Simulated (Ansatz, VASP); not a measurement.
**Two plane-wave programs on ZnF2**

The input POSCAR:

```
ZnF2
1.0
    4.5614311878      0.0000000000      0.0000000000
    0.0000000000      4.5614311878      0.0000000000
    0.0000000000      0.0000000000      3.0335297850
Zn F
2 4
Direct
    0.5000000000      0.5000000000      0.5000000000
    0.0000000000      0.0000000000      0.0000000000
    0.6988410976      0.6988410976      0.0000000000
    0.8011589024      0.1988410976      0.5000000000
    0.3011589024      0.3011589024      0.0000000000
    0.1988410976      0.8011589024      0.5000000000
```

The input INCAR.step1:

```
SYSTEM = ZnF2
ALGO = Normal
EDIFF = 1E-5
ENCUT = 660
GGA = PE
GGA_COMPAT = .FALSE.
ISMEAR = 0
LASPH = .TRUE.
LCHARG = .FALSE.
LREAL = .FALSE.
LWAVE = .TRUE.
NBANDS = 35
NELM = 120
PREC = Accurate
SIGMA = 0.02
```

Contents of INCAR.step2:

```
SYSTEM = ZnF2
ALGO = Normal
EDIFF = 1E-6
ENCUT = 660
GGA_COMPAT = .FALSE.
ISIF = 2
ISMEAR = 0
ISTART = 1
LASPH = .TRUE.
LCHARG = .TRUE.
LELF = .TRUE.
LMIXTAU = .TRUE.
LREAL = .FALSE.
LVHAR = .TRUE.
LWAVE = .FALSE.
METAGGA = R2SCAN
NBANDS = 35
NELM = 120
PREC = Accurate
SIGMA = 0.02
```

Contents of KPOINTS:

```
k-points
0
G
  6 6 8
  0 0 0
```

Input for Ansatz:

```yaml
crystal:
  lattice:
    - [4.5614311878, 0.0, 0.0]
    - [0.0, 4.5614311878, 0.0]
    - [0.0, 0.0, 3.033529785]
  atoms:
    - { symbol: Zn, position: [0.5, 0.5, 0.5] }
    - { symbol: Zn, position: [0.0, 0.0, 0.0] }
    - { symbol: F, position: [0.6988410976, 0.6988410976, 0.0] }
    - { symbol: F, position: [0.8011589024, 0.1988410976, 0.5] }
    - { symbol: F, position: [0.3011589024, 0.3011589024, 0.0] }
    - { symbol: F, position: [0.1988410976, 0.8011589024, 0.5] }
basis:
  ecutwfc: 500
kpoints:
  mp_grid: { grid: [6, 6, 8] }
  band_path: { path: [VBM, CBM], npoints: 2 }
hamiltonian:
  xc: r2scan
scf:
  occupations: { method: gaussian, width: 0.02 }
output:
  forces: true
  stress: true
  eigenvalues: true
checkpoint:
  read: start.run
  write: ck
  compress: false
  write_wavefunctions: false
  write_every: 100000
```

Alike in both runs: task single point; functional r2SCAN; k mesh 6 × 6 × 8; occupations gaussian, width 0.02 eV; no spin polarisation.

|  | VASP | Ansatz |
| --- | --- | --- |
| version | VASP 6.6.1 | Ansatz 0.2.0 |
| potentials or method | VASP PAW PBE potentials, release 64 (Zn, F), cutoff 660 eV | scalar-relativistic, plane waves, PAW |
| valence electrons in the cell | 52 | 52 |

|  | VASP | Ansatz | Ansatz less VASP |
| --- | --- | --- | --- |
| gap on the k mesh at the Fermi level (eV) | 4.33 | 4.39 | +0.069 |
| least direct gap on the mesh (eV) | 4.33 | 4.39 | +0.069 |
| pressure (GPa) | 14.4 | 13.5 | -0.82 |
| traceless stress, the component that is largest in VASP (GPa) | 1.60 | 1.23 | -0.374 |
| rms of the force components (eV/Å) | 0.005 | 0.000 | -0.0048 |

VASP's potentials were made for PBE, not for r2SCAN. Atom by atom the forces differ by 0.005 eV/Å (rms over components). With one functional, cell and mesh, what is left measures potentials, basis and numerics.
